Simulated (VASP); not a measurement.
A run of VASP 6.6.1 is set up as follows.

Contents of POSCAR:

```
AlGa3N4
1.0
    4.4653444522      0.0000000000      0.0000000000
    0.0000000000      4.4653444522      0.0000000000
    0.0000000000      0.0000000000      4.6886116748
Al Ga N
1 3 4
Direct
    0.0000000000      0.0000000000      0.0000000000
    0.5000000000      0.5000000000      0.0000000000
    0.5000000000      0.0000000000      0.5000000000
    0.0000000000      0.5000000000      0.5000000000
    0.7553510553      0.7553510553      0.2446489447
    0.7553510553      0.2446489447      0.7553510553
    0.2446489447      0.7553510553      0.7553510553
    0.2446489447      0.2446489447      0.2446489447
```

Contents of INCAR.step1:

```
SYSTEM = AlGa3N4
ALGO = Normal ; EDIFF = 1E-4
ENCUT = 520 ; GGA = PE
ISMEAR = 0 ; LASPH = .True.
LCHARG = .False. ; LREAL = .False.
LWAVE = .True. ; NBANDS = 41
NELM = 60 ; PREC = Accurate
SIGMA = 0.05
```

INCAR.step2

```
SYSTEM = AlGa3N4
ALGO = Normal ; EDIFF = 1E-7
ENCUT = 520 ; ISIF = 2
ISMEAR = 0 ; ISTART = 1
LASPH = .True. ; LCHARG = .False.
LMIXTAU = .True. ; LREAL = .False.
LWAVE = .False. ; METAGGA = R2SCAN
NBANDS = 41 ; NELM = 60
PREC = Accurate ; SIGMA = 0.05
```

Contents of KPOINTS:

```
k-points
0
Gamma
  6 6 6
  0 0 0
```

Potentials or basis: VASP PAW PBE potentials, release 64 (Al, Ga_d, N).

The run is started by

```bash
$ cat potpaw_PBE.64/Al/POTCAR potpaw_PBE.64/Ga_d/POTCAR potpaw_PBE.64/N/POTCAR > POTCAR
$ cp INCAR.step1 INCAR
$ mpirun -np 1 vasp_std > vasp.out
$ cp INCAR.step2 INCAR
$ mpirun -np 1 vasp_std > vasp.out
```

(1) Predict the pressure.

(2) What does it give for the band gap on the k mesh?

Answers

(1) -8.4 GPa.

(2) 2.38 eV, direct.

Caveat: the cell differs from its parent crystal (strain +0.000 along x and y, +0.050 along z); the PAW data sets were made with another functional, which shifts forces and pressure a little.
